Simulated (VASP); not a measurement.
# Be2CdO3: relaxation of cell and atoms with PBE

Crystal: Be2CdO3.

```xyz
6
Lattice="-2.5082 2.7755 2.8348 2.5082 -2.7755 2.8348 2.5082 2.7755 -2.8348" Properties=species:S:1:pos:R:3 pbc="T T T"
Be    0.0000    0.0000    0.0000
Be    0.0000    0.0000    2.8348
Cd    2.5082    0.0000    0.0000
O     0.0000    0.0000    1.1890
O     0.0000    0.0000    4.4806
O     0.0000    2.7755    0.0000
```

The cell was built from a structure type or drawn by symmetry, and may not be a known phase.

```yaml
Program: VASP 6.6.1
Task: relaxation of cell and atoms
Functional: PBE
Potentials_or_basis: VASP PAW PBE potentials, release 64 (Be, Cd, O)
Cutoff: 600 eV
k_mesh: 3 × 3 × 3
Occupations: gaussian, width 0.15 eV
Spin: no spin polarisation
Dipole_correction: no
Further_INCAR_settings: ALGO = Normal; EDIFF = 1e-07; IBRION = 2; EDIFFG = -0.08; NSW = 36; ISIF = 3
```

- Relaxed volume: 14.56 Å³/atom
- Relaxed cell: a = 4.842 Å, b = 4.842 Å, c = 4.842 Å, α = 110.84°, β = 108.21°, γ = 109.37°
- Space group after relaxing (to 0.1 Å): Immm (No. 71)
- Pressure after relaxing: -0.1 GPa
- Largest force after relaxing: 0.016 eV/Å
- Band gap on the k mesh: zero (bands 17 and 18 overlap by 0.35 eV)

Forces on the atoms (eV/Å):
```
Be   0.000  0.000  0.000
Be   0.000  0.000  0.000
Cd   0.000  0.000  0.000
O    0.000  0.000  0.016
O    0.000  0.000 -0.016
O    0.000  0.000  0.000
```

Stress tensor (GPa, compression positive):
```
 0.06  0.00  0.00
 0.00 -0.24  0.00
 0.00  0.00 -0.06
```

Final structure:
```cif
data_structure
_symmetry_space_group_name_H-M 'P 1'
_symmetry_Int_Tables_number 1
_cell_length_a 4.8424
_cell_length_b 4.8424
_cell_length_c 4.8424
_cell_angle_alpha 110.845
_cell_angle_beta 108.206
_cell_angle_gamma 109.374
_cell_volume 87.36
loop_
_atom_site_label
_atom_site_type_symbol
_atom_site_fract_x
_atom_site_fract_y
_atom_site_fract_z
_atom_site_occupancy
Be1 Be 0.00000 0.00000 0.00000 1
Be2 Be 0.50000 0.50000 0.00000 1
Cd1 Cd 0.00000 0.50000 0.50000 1
O1 O 0.24944 0.24944 0.00000 1
O2 O 0.75056 0.75056 0.00000 1
O3 O 0.50000 0.00000 0.50000 1
```

Levels at points of the mesh, in eV from the Fermi level:
```
           k point  band 13  band 14  band 15  band 16  band 17  band 18  band 19  band 20  band 21
(0.00, 0.00, 0.00)    -2.45    -2.44    -1.57    -0.97    -0.38    -0.36     3.61     3.74     8.26
```

Wall time 6.9 min on 1 thread of Intel Xeon 8259CL, with other jobs on the host, peak memory 0.25 GiB.

Caveat: the k points lie up to 0.53 Å⁻¹ apart in the final cell; semilocal functionals underestimate gaps, so a narrow gap can read as zero.
